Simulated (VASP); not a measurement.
# Yb (P-1) in VASP: single point with revPBE

Aim: the single point of Yb with revPBE.

All numbers are computed with VASP 6.6.1; they aren't measurements. Logs are shortened: lines on timing, memory, paths and dates and some standing lists are left out, and cuts for length are marked.

### 1 The cell of the first run

The typed cell holds 1 atom: a = 3.908 Å, b = 3.758 Å, c = 3.907 Å, α = 60.43°, β = 60.59°, γ = 61.36°.

### 2 Single point, revPBE, non-collinear spin, typed start (the cell strained at random)

The input, INCAR:

```
SYSTEM = Yb
PREC = Accurate
ENCUT = 520
EDIFF = 1E-6
ISMEAR = 1
SIGMA = 0.01
LREAL = .FALSE.
LASPH = .TRUE.
NELM = 150
ALGO = Fast
ISIF = 2
LWAVE = .FALSE.
LCHARG = .FALSE.
LNONCOLLINEAR = .TRUE.
MAGMOM = 0.031 -0.402 -0.26
LORBIT = 11
LMAXMIX = 6
GGA = RE
NBANDS = 19
```

The input, KPOINTS:

```
regular mesh
0
G
  6 7 6
  0 0 0
```

The input, POSCAR:

```
Yb
1.0
   -0.0672530000      2.8044070000      2.7202020000
    2.6761400000      0.0149810000      2.6379670000
    2.7391170000      2.7851490000     -0.0479950000
Yb
1
Direct
    0.0000000000      0.0000000000      0.0000000000
```

Potentials or basis: VASP PAW PBE potentials, release 64 (Yb_2), 4f in core.

Command:

```console
$ cat potpaw_PBE.64/Yb_2/POTCAR > POTCAR
$ mpirun -np 1 vasp_ncl > vasp.out
```

OUTCAR:

```text
SYSTEM = Yb
   PREC = Accurate
   ENCUT = 520
   EDIFF = 1E-6
   ISMEAR = 1
   LREAL = .FALSE.
   LASPH = .TRUE.
   NELM = 150
   ISIF = 2
   LNONCOLLINEAR = .TRUE.
   LORBIT = 11
   GGA = RE

 ion  position               nearest neighbor table
   1  0.000  0.000  0.000-

  LATTYP: Found a triclinic cell.
 ALAT       =     3.8590398697
 B/A-ratio  =     1.4013435756
 C/A-ratio  =     2.2792485113
 COS(alpha) =     0.0030335142
 COS(beta)  =     0.6884193536
 COS(gamma) =     0.6916505009

  Lattice vectors:

 A1 = (  -0.0629770000,  -2.7701680000,   2.6859620000)
 A2 = (  -0.1302300000,   0.0342390000,   5.4061640000)
 A3 = (  -2.7348410000,  -8.3597240000,   0.0137550000)

Analysis of symmetry for initial positions (statically):
=====================================================================
 Subroutine PRICEL returns:
 Original cell was already a primitive cell.

 Routine SETGRP: Setting up the symmetry group for a
 triclinic supercell.

 Subroutine GETGRP returns: Found  2 space group operations
 (whereof  2 operations were pure point group operations)
 out of a pool of  2 trial point group operations.

The static configuration has the point symmetry S_2 .

Analysis of symmetry for dynamics (positions and initial velocities):
=====================================================================
 Subroutine PRICEL returns:
 Original cell was already a primitive cell.

 Routine SETGRP: Setting up the symmetry group for a
 triclinic supercell.

 Subroutine GETGRP returns: Found  2 space group operations
 (whereof  2 operations were pure point group operations)
 out of a pool of  2 trial point group operations.

The dynamic configuration has the point symmetry S_2 .

Analysis of structural, dynamic, and magnetic symmetry:
=====================================================================
 Subroutine PRICEL returns:
 Original cell was already a primitive cell.

 Routine SETGRP: Setting up the symmetry group for a
 triclinic supercell.

 Subroutine GETGRP returns: Found  2 space group operations
 (whereof  2 operations were pure point group operations)
 out of a pool of  2 trial point group operations.

The overall configuration has the point symmetry S_2 .

 Subroutine INISYM returns: Found  2 space group operations
 (whereof  2 operations are pure point group operations),
 and found     1 'primitive' translations

----------------------------------------------------------------------------------------

                                     Primitive cell

  volume of cell :      41.2814

  direct lattice vectors                    reciprocal lattice vectors
    -0.067253000  2.804407000  2.720202000    -0.177994062  0.178146465  0.179558052
     2.676140000  0.014981000  2.637967000     0.186785307 -0.180413395  0.190616161
     2.739117000  2.785149000 -0.047995000     0.178220110  0.180639377 -0.181824914

  length of vectors
     3.907521018  3.757767904  3.906676389     0.309288123  0.322137028  0.312175098

  position of ions in fractional coordinates (direct lattice)
     0.000000000  0.000000000  0.000000000

  ion indices of the primitive-cell ions
   primitive index   ion index
                 1           1

----------------------------------------------------------------------------------------

 KPOINTS: regular mesh

Automatic generation of k-mesh.
 Grid dimensions read from file:
 generate k-points for:    6    7    6

 Generating k-lattice:

  Cartesian coordinates                     Fractional coordinates (reciprocal lattice)
    -0.029665677  0.029691077  0.029926342     0.166666667 -0.000000000  0.000000000
     0.026683615 -0.025773342  0.027230880    -0.000000000  0.142857143 -0.000000000
     0.029703352  0.030106563 -0.030304152     0.000000000  0.000000000  0.166666667

  Length of vectors
     0.051548020  0.046019575  0.052029183

  Shift w.r.t. Gamma in fractional coordinates (k-lattice)
     0.000000000  0.000000000  0.000000000

 Subroutine IBZKPT returns following result:
 ===========================================

 Found    128 irreducible k-points:

 Following reciprocal coordinates:
            Coordinates               Weight
  0.000000  0.000000  0.000000      1.000000
  0.166667  0.000000  0.000000      2.000000
  0.333333  0.000000 -0.000000      2.000000
  0.500000  0.000000 -0.000000      1.000000
 -0.000000  0.142857  0.000000      2.000000
  0.166667  0.142857  0.000000      2.000000
[... 16 lines left out ...]
  0.000000 -0.000000  0.166667      2.000000
  0.166667 -0.000000  0.166667      2.000000
 [... further k-points ...]
   k-points           NKPTS =    128   k-points in BZ     NKDIM =    128   number of bands    NBANDS=     19
   number of dos      NEDOS =    301   number of ions     NIONS =      1
   total plane-waves  NPLWV =  25200
   dimension x,y,z NGX =    30 NGY =   28 NGZ =   30
   dimension x,y,z NGXF=    60 NGYF=   56 NGZF=   60
   ions per type =               1
   NGX,Y,Z   is equivalent  to a cutoff of  12.76, 12.39, 12.77 a.u.
   NGXF,Y,Z  is equivalent  to a cutoff of  25.53, 24.77, 25.53 a.u.
 SYSTEM =  Yb
   PREC   = accura    normal or accurate (medium, high low for compatibility)
   ISTART =      0    job   : 0-new  1-cont  2-samecut
   ICHARG =      2    charge: 1-file 2-atom 10-const
   ISPIN  =      1    spin polarized calculation?
   LNONCOLLINEAR =      T non collinear calculations
   LSORBIT =      F    spin-orbit coupling
   LASPH  =      T    aspherical Exc in radial PAW
   ENCUT  =  520.0 eV  38.22 Ry    6.18 a.u.   7.27  6.99  7.26*2*pi/ulx,y,z
   NELM   =    150;   NELMIN=  2; NELMDL= -5     # of ELM steps
   EDIFF  = 0.1E-05   stopping-criterion for ELM
   LREAL  =      F    real-space projection
   EDIFFG = 0.1E-04   stopping-criterion for IOM
   NSW    =      0    number of steps for IOM
   IBRION =     -1    ionic relax: 0-MD 1-quasi-New 2-CG
   NFREE  =      0    steps in history (QN), initial steepest desc. (CG)
   ISIF   =      2    stress and relaxation
   ISYM   =      2    0-nonsym 1-usesym 2-fastsym
   POTIM  = 0.5000    time-step for ionic-motion
   TEBEG  =    0.0;   TEEND  =   0.0 temperature during run
   PSTRESS=    0.0 pullay stress
   NELECT =       8.0000    total number of electrons
   NUPDOWN=      -1.0000    fix difference up-down
   EMIN   =  10.00;   EMAX   =-10.00  energy-range for DOS
   EFERMI =   0.00;   METHOD = LEGACY
   ISMEAR =     1;   SIGMA  =   0.01  broadening in eV -4-tet -1-fermi 0-gaus
   EFERMI_NEDOS =   21; number of points for ismear=-14 and -15
   IALGO  =     68    algorithm
   IMIX   =      4    mixing-type and parameters
     AMIX     =   0.40;   BMIX     =  1.00
     AMIX_MAG =   1.60;   BMIX_MAG =  1.00
  volume/ion in A,a.u.               =      41.28       278.58
  Fermi-wavevector in a.u.,A,eV,Ry     =   0.947371  1.790271 12.211379  0.897511
  Thomas-Fermi vector in A             =   2.075458
   LORBIT       =     11    0 simple, 1 ext, 2 COOP (PROOUT), +10 PAW based schemes
   GGA     = RE    functional components
   LHFCALC =     F    Hartree Fock is set to
   AEXX    =    0.0000 exact exchange contribution
   IVDW    =     0    specifies the selected vdW correction
   LEPSILON=     F    determine dielectric tensor
   LRPA    =     F    only Hartree local field effects (RPA)
 RMM-DIIS sequential band-by-band and
 Methfessel and Paxton  Order N= 1 SIGMA  =   0.01
  energy-cutoff  :      520.00
  volume of cell :       41.28
 maximum number of plane-waves:      2258
 NGX is ok and might be reduce to    30
   NGX = 15   NGY = 13   NGZ = 15

 number of electron       8.0000000 magnetization       0.0073466     -0.0930794     -0.0602277

 Free energy of the ion-electron system (eV)
  ---------------------------------------------------
  ext. energy  EPLUGINS =         0.00000000
  ---------------------------------------------------
  free energy    TOTEN  =        -1.24457445 eV

  energy without entropy =       -1.24457762  energy(sigma->0) =       -1.24457550

 E-fermi :   1.3604     XC(G=0):  -8.1871

 val. band max:        1.3293586353   @ k =   0.3333  -0.2857   0.3333
 cond. band min:       1.3685493179   @ k =  -0.1667   0.2857   0.5000
 fundamental gap:      0.0391906826
 Fermi energy:         1.3604399086

 k-point     1 :       0.0000    0.0000    0.0000
  band No.  band energies     occupation
      1     -21.8105      1.00000
      2     -21.8054      1.00000
      3     -21.7952      1.00000
      4     -21.7945      1.00000
      5     -21.7915      1.00000
      6     -21.7861      1.00000
[... 11 lines left out ...]
     18       6.6027      0.00000
     19       9.9847      0.00000

 k-point     2 :       0.1667    0.0000    0.0000
  band No.  band energies     occupation
      1     -21.8643      1.00000
      2     -21.8480      1.00000
      3     -21.8127      1.00000
      4     -21.8018      1.00000
      5     -21.7983      1.00000
      6     -21.7928      1.00000
[... 11 lines left out ...]
     18       6.4179      0.00000
     19      10.3821      0.00000

 k-point     3 :       0.3333    0.0000   -0.0000
  band No.  band energies     occupation
      1     -21.9704      1.00000
      2     -21.9533      1.00000
      3     -21.8263      1.00000
      4     -21.8147      1.00000
      5     -21.8117      1.00000
      6     -21.8059      1.00000
[... 11 lines left out ...]
     18       7.0316      0.00000
     19       8.7998      0.00000

 k-point     4 :       0.5000    0.0000   -0.0000
  band No.  band energies     occupation
      1     -22.0224      1.00000
      2     -22.0048      1.00000
      3     -21.8331      1.00000
      4     -21.8212      1.00000
      5     -21.8183      1.00000
      6     -21.8124      1.00000
[... 11 lines left out ...]
     18       7.8462      0.00000
     19       8.2235      0.00000

 k-point     5 :      -0.0000    0.1429    0.0000
  band No.  band energies     occupation
      1     -21.8465      1.00000
      2     -21.8378      1.00000
      3     -21.8154      1.00000
      4     -21.8121      1.00000
      5     -21.7990      1.00000
      6     -21.7981      1.00000
[... 11 lines left out ...]
     18       6.2594      0.00000
     19      10.5556      0.00000

 k-point     6 :       0.1667    0.1429    0.0000
  band No.  band energies     occupation
      1     -21.8542      1.00000
      2     -21.8393      1.00000
      3     -21.8240      1.00000
      4     -21.8236      1.00000
      5     -21.8133      1.00000
      6     -21.8096      1.00000
[... 11 lines left out ...]
     18       6.6150      0.00000
     19      11.4701      0.00000

 k-point     7 :       0.3333    0.1429   -0.0000
  band No.  band energies     occupation
      1     -21.9396      1.00000
      2     -21.9218      1.00000
      3     -21.8398      1.00000
      4     -21.8379      1.00000
      5     -21.8299      1.00000
      6     -21.8250      1.00000
[... 11 lines left out ...]
     18       7.2355      0.00000
     19       9.5605      0.00000

 k-point     8 :       0.5000    0.1429    0.0000
  band No.  band energies     occupation
      1     -22.0036      1.00000
      2     -21.9858      1.00000
      3     -21.8564      1.00000
      4     -21.8475      1.00000
      5     -21.8439      1.00000
      6     -21.8296      1.00000
[... 256 lines left out ...]
 k-point    20 :       0.5000    0.4286    0.0000
  band No.  band energies     occupation
      1     -22.0208      1.00000
      2     -22.0087      1.00000
      3     -21.8990      1.00000
      4     -21.8898      1.00000
      5     -21.8846      1.00000
      6     -21.8759      1.00000
[... 11 lines left out ...]
     18       7.9596      0.00000
     19       7.9808      0.00000

 k-point    21 :      -0.3333    0.4286    0.0000
  band No.  band energies     occupation
      1     -22.0088      1.00000
      2     -21.9993      1.00000
      3     -21.9178      1.00000
      4     -21.9018      1.00000
      5     -21.8783      1.00000
      6     -21.8638      1.00000
[... 11 lines left out ...]
     18       7.7902      0.00000
     19       8.9732      0.00000

 k-point    22 :      -0.1667    0.4286    0.0000
  band No.  band energies     occupation
      1     -22.0306      1.00000
      2     -22.0221      1.00000
      3     -21.8748      1.00000
      4     -21.8590      1.00000
      5     -21.8553      1.00000
      6     -21.8404      1.00000
[... 11 lines left out ...]
     18       7.6130      0.00000
     19       8.5887      0.00000

 k-point    23 :       0.0000   -0.0000    0.1667
  band No.  band energies     occupation
      1     -21.8637      1.00000
      2     -21.8477      1.00000
      3     -21.8157      1.00000
      4     -21.8028      1.00000
      5     -21.8015      1.00000
      6     -21.7933      1.00000
[... 11 lines left out ...]
     18       6.3859      0.00000
     19      10.3870      0.00000

 k-point    24 :       0.1667   -0.0000    0.1667
  band No.  band energies     occupation
      1     -21.8618      1.00000
      2     -21.8490      1.00000
      3     -21.8311      1.00000
      4     -21.8137      1.00000
      5     -21.8135      1.00000
      6     -21.8042      1.00000
[... 11 lines left out ...]
     18       6.8645      0.00000
     19      11.7057      0.00000

 [... further k-points ...]
[... 5 lines left out ...]
  --------------------------------------------------------------------------------------
  -------------------------------------------------------------------------------------
  Total        0.1329167      0.1129437      0.1774557      0.0244760     -0.0689467      0.1762836
  in kB        5.1586423      4.3834695      6.8872491      0.9499392     -2.6758970      6.8417563
  external PRESSURE =       5.4764537 kB  Pullay stress =       0.0000000 kB

 VOLUME and BASIS-vectors are now :
 -----------------------------------------------------------------------------
  energy-cutoff  :      520.00
  volume of cell :       41.28
      direct lattice vectors                 reciprocal lattice vectors
    -0.067253000  2.804407000  2.720202000    -0.177994062  0.178146465  0.179558052
     2.676140000  0.014981000  2.637967000     0.186785307 -0.180413395  0.190616161
     2.739117000  2.785149000 -0.047995000     0.178220110  0.180639377 -0.181824914

 POSITION                                       TOTAL-FORCE (eV/Angst)
 -----------------------------------------------------------------------------------
      0.00000      0.00000      0.00000         0.000000      0.000000     -0.000000
 -----------------------------------------------------------------------------------
    total drift:                                0.000000      0.000000      0.000000

  FREE ENERGIE OF THE ION-ELECTRON SYSTEM (eV)
  ---------------------------------------------------
  free  energy   TOTEN  =        -1.2445744477 eV

  energy  without entropy=       -1.2445776184  energy(sigma->0) =       -1.24457550

 total charge

# of ion       s       p       d       tot
------------------------------------------
    1        0.463   6.246   0.267   6.977

 magnetization (x)

# of ion       s       p       d       tot
------------------------------------------
    1       -0.000   0.002   0.002   0.003

 magnetization (y)

# of ion       s       p       d       tot
------------------------------------------
    1        0.002  -0.025  -0.021  -0.043

 magnetization (z)

# of ion       s       p       d       tot
------------------------------------------
    1        0.002  -0.016  -0.014  -0.028
```

Run time: 11 min. Hardware: 1 thread of Intel Xeon 8259CL, shared host; peak memory 0.37 GiB.

What came out:

```
Free energy                                           : -1.2446 eV
Pressure                                              : 0.5 GPa
Band gap on the k mesh                                : zero (bands 8 and 9 overlap by 0.27 eV)
Net moment                                            : 0.11 μB per cell
Valence electrons inside the program's atomic spheres : Yb 6.98
```

Levels at points of the mesh, in eV from the Fermi level:
```
           k point  band 5  band 6  band 7  band 8  band 9  band 10  band 11  band 12
(0.00, 0.00, 0.00)  -23.15  -23.15   -4.81   -4.69    2.88     2.90     2.99     3.01
(0.50, 0.00, 0.00)  -23.18  -23.17   -1.69   -1.65   -0.10     0.11     2.67     2.71
(0.00, 0.00, 0.50)  -23.18  -23.17   -1.63   -1.59   -0.03     0.17     2.60     2.64
(0.50, 0.00, 0.50)  -23.23  -23.22   -1.01   -0.81    0.56     0.59     1.20     1.27
```

Moments on the atoms (μB; x, y, z):
```
Yb   0.00 -0.04 -0.03
```

Caveat: the cell differs from its parent crystal (the cell strained at random); the PAW data sets were made with another functional, which shifts forces and pressure a little; spin-orbit coupling is left out, which moves the levels of the heavy elements; the 4f electrons are frozen in the core, so they carry no moment and show no levels.

The gap in the log of VASP goes by the Fermi energy; the results here count the filled bands.